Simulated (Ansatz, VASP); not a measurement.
GaCuSe2 in VASP and in Ansatz

INCAR

```
SYSTEM = GaCuSe2
PREC = Accurate
ENCUT = 520
EDIFF = 1E-6
ISMEAR = 0
SIGMA = 0.01
LREAL = .FALSE.
LASPH = .TRUE.
NELM = 60
ALGO = Normal
ISIF = 2
LWAVE = .FALSE.
LCHARG = .FALSE.
GGA = PE
NBANDS = 46
```

KPOINTS

```
regular mesh
0
G
  6 6 6
  0 0 0
```

The input POSCAR:

```
GaCuSe2
1.0
   -2.8919642000      2.8919642000      5.7403877114
    2.8919642000     -2.8919642000      5.7403877114
    2.8919642000      2.8919642000     -5.7403877114
Ga Cu Se
2 2 4
Direct
    0.5000000000      0.5000000000      0.0000000000
    0.2500000000      0.7500000000      0.5000000000
    0.0000000000      0.0000000000      0.0000000000
    0.7500000000      0.2500000000      0.5000000000
    0.3750000000      0.3687906305      0.4937906305
    0.6312093695      0.1250000000      1.0062093695
    0.8750000000      0.8812093695      0.5062093695
    0.1187906305      0.6250000000     -0.0062093695
```

Input for Ansatz:

```yaml
crystal:
  lattice:
    - [-2.8919642, 2.8919642, 5.7403877114]
    - [2.8919642, -2.8919642, 5.7403877114]
    - [2.8919642, 2.8919642, -5.7403877114]
  atoms:
    - { symbol: Ga, position: [0.5, 0.5, 0.0] }
    - { symbol: Ga, position: [0.25, 0.75, 0.5] }
    - { symbol: Cu, position: [0.0, 0.0, 0.0] }
    - { symbol: Cu, position: [0.75, 0.25, 0.5] }
    - { symbol: Se, position: [0.375, 0.3687906305, 0.4937906305] }
    - { symbol: Se, position: [0.6312093695, 0.125, 1.0062093695] }
    - { symbol: Se, position: [0.875, 0.8812093695, 0.5062093695] }
    - { symbol: Se, position: [0.1187906305, 0.625, -0.0062093695] }
kpoints:
  mp_grid: { grid: [6, 6, 6] }
hamiltonian:
  xc: pbe
scf:
  occupations: { method: fixed }
  n_extra_bands: 6
output:
  forces: true
  stress: true
  eigenvalues: true
```

Alike in both runs: task single point; functional PBE; k mesh 6 × 6 × 6; no spin polarisation.

|  | VASP | Ansatz |
| --- | --- | --- |
| version | VASP 6.6.1 | Ansatz 0.2.0 |
| potentials or method | VASP PAW PBE potentials, release 64 (Ga_d, Cu, Se) | plane waves, PAW |
| plane-wave cutoff (eV) | 520 | 420 |
| occupations | gaussian, width 0.01 eV | fixed |
| valence electrons in the cell | 72 | 128 |

VASP gave:

- gap on the k mesh at the Fermi level (eV): 0.09
- pressure (GPa): -2.9
- rms of the force components (eV/Å): 0.024

Task: What did Ansatz give for the same quantities?

Result: gap on the k mesh at the Fermi level (eV): 0.09; pressure (GPa): -3.1; rms of the force components (eV/Å): 0.020.

Atom by atom the forces differ by 0.004 eV/Å (rms over components). VASP's potentials hold 72 valence electrons a cell and Ansatz's 128, so a difference there can come from the potentials and not from the codes.
